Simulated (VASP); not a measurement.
A run of VASP 6.6.1 is set up as follows.

The input INCAR:

```
SYSTEM = Ni
ALGO = Normal
EDIFF = 1E-8
ENCUT = 520
ISIF = 2
ISMEAR = -1
ISPIN = 2
LASPH = .TRUE.
LCHARG = .FALSE.
LEFG = .TRUE.
LMAXMIX = 4
LORBIT = 11
LREAL = .FALSE.
LWAVE = .FALSE.
MAGMOM = 1.5
NBANDS = 15
NELM = 150
PREC = Accurate
SIGMA = 0.05
```

File KPOINTS:

```
k-points
0
G
  20 20 20
  0 0 0
```

The input POSCAR:

```
Ni
1.0
    0.0000000000      1.7530925749      1.7530925749
    1.7530925749      0.0000000000      1.7530925749
    1.7530925749      1.7530925749      0.0000000000
Ni
1
Direct
    0.0000000000      0.0000000000      0.0000000000
```

Potentials or basis: VASP PAW LDA potentials, release 64 (Ni).

Launch:

```console
$ cat potpaw_LDA.64/Ni/POTCAR > POTCAR
$ mpirun -np 1 vasp_std > vasp.out
```

(1) Estimate the site moments.

(2) What does it give for the pressure?

Answers

(1) Ni +0.61 μB.

(2) -15.1 GPa.

Caveat: the cell stands under tension.
